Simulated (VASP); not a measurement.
Write the native input for VASP 6.6.1 that does the following.

* Task: single point
* Functional: PBE
* Potentials or basis: VASP PAW PBE potentials, release 64 (Hf_pv, O)
* Cutoff: 520 eV
* k mesh: 4 × 4 × 4
* Occupations: gaussian, width 0.1 eV
* Spin: no spin polarisation
* Dipole correction: no
* Further INCAR settings: ALGO = Normal; EDIFF = 1e-07; NBANDS = 31

The structure of HfO2 lies in POSCAR:

```
HfO2
1.0
   -4.0340769888      4.0340769888      2.9645412472
    4.0340769888     -4.0340769888      2.9645412472
    4.0340769888      4.0340769888     -2.9645412472
Hf O
2 4
Direct
    0.2500000000      0.7500000000      0.5000000000
    0.7500000000      0.2500000000      0.5000000000
    0.1636057104      0.5000000000      0.6636057104
    0.5000000000      0.1636057104      0.6636057104
    0.5000000000      0.8363942896      0.3363942896
    0.8363942896      0.5000000000      0.3363942896
```

The cell was generated, and may not be a known phase.

These files were run (other wordings do the same):

INCAR

```
SYSTEM = HfO2
PREC = Accurate
ENCUT = 520
EDIFF = 1E-7
ISMEAR = 0
SIGMA = 0.1
LREAL = .FALSE.
LASPH = .TRUE.
NELM = 80
ALGO = Normal
ISIF = 2
LWAVE = .FALSE.
LCHARG = .FALSE.
GGA = PE
NBANDS = 31
```

KPOINTS

```
Automatic mesh
0
G
  4 4 4
  0 0 0
```

Potentials or basis: VASP PAW PBE potentials, release 64 (Hf_pv, O).

Command:

```bash
$ cat potpaw_PBE.64/Hf_pv/POTCAR potpaw_PBE.64/O/POTCAR > POTCAR
$ mpirun -np 1 vasp_std > vasp.out
```

Results of the run:

* Pressure: -0.4 GPa
* Largest force: 0.161 eV/Å
* Band gap on the k mesh: 3.52 eV (least direct gap 3.69 eV)

Caveat: spin-orbit coupling is left out, which moves the levels of the heavy elements.

Run time: 38 s on 1 thread of Intel(R) Xeon(R) 6975P-C (Granite Rapids) (shared host), peak memory 0.34 GiB.
